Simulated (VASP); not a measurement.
Wanted: the native input for a VASP 6.6.1 run.

```
Task                   : relaxation of cell and atoms
Functional             : LDA
Potentials or basis    : VASP PAW LDA potentials, release 64 (Sb, Ga_d)
Cutoff                 : 600 eV
k mesh                 : 7 × 7 × 7
Occupations            : fermi-dirac, width 0.05 eV
Spin                   : non-collinear spin, zero start, spin-orbit coupling
Starting moments       : [[0.0, 0.0, 0.0], [0.0, 0.0, 0.0]] μB
Dipole correction      : no
Further INCAR settings : ALGO = Normal; EDIFF = 1e-07; IBRION = 2; EDIFFG = -0.02; NSW = 80; ISIF = 3
```

The structure of GaSb lies in POSCAR:

```
GaSb
1.0
   -1.5559010000      2.6750030000      2.8933130000
    1.5559010000     -2.6750030000      2.8933130000
    1.5559010000      2.6750030000     -2.8933130000
Sb Ga
1 1
Direct
    0.5000000000      0.5000000000      0.0000000000
    0.0000000000      0.0000000000      0.0000000000
```

These files were run (other wordings do the same):

INCAR

```
SYSTEM = GaSb
PREC = Accurate
ENCUT = 600
EDIFF = 1E-7
ISMEAR = -1
SIGMA = 0.05
LREAL = .False.
LASPH = .True.
NELM = 150
ALGO = Normal
ISIF = 3
LWAVE = .False.
LCHARG = .False.
MAGMOM = 0 0 0 0 0 0
LORBIT = 11
LSORBIT = .True.
GGA_COMPAT = .False.
LORBMOM = .True.
IBRION = 2
NSW = 80
EDIFFG = -0.02
LUSENCCL = .False.
```

KPOINTS

```
regular mesh
0
Gamma
  7 7 7
  0 0 0
```

Potentials or basis: VASP PAW LDA potentials, release 64 (Sb, Ga_d).

Run with:

```console
$ cat potpaw_LDA.64/Sb/POTCAR potpaw_LDA.64/Ga_d/POTCAR > POTCAR
$ mpirun -np 1 vasp_ncl > vasp.out
```

It gave:

```json
{
 "Relaxed volume": "22.23 Å³/atom",
 "Relaxed cell": "a = 4.119 Å, b = 4.119 Å, c = 4.119 Å, α = 136.64°, β = 101.56°, γ = 94.17°",
 "Space group after relaxing (to 0.1 Å)": "Immm (No. 71)",
 "Energy gained by relaxing": "28.5 meV/atom",
 "Ionic steps": "5",
 "Pressure after relaxing": "0.0 GPa",
 "Net moment": "0.00 μB per cell",
 "Valence electrons inside the program's atomic spheres": "Sb 2.46; Ga 11.56"
}
```

Run time: 5.5 min on 1 × NVIDIA H100 80GB with 1 thread of Intel(R) Xeon(R) Platinum 8481C CPU @ 2.70GHz (Sapphire Rapids), with other jobs on the host, peak memory 1.5 GiB.
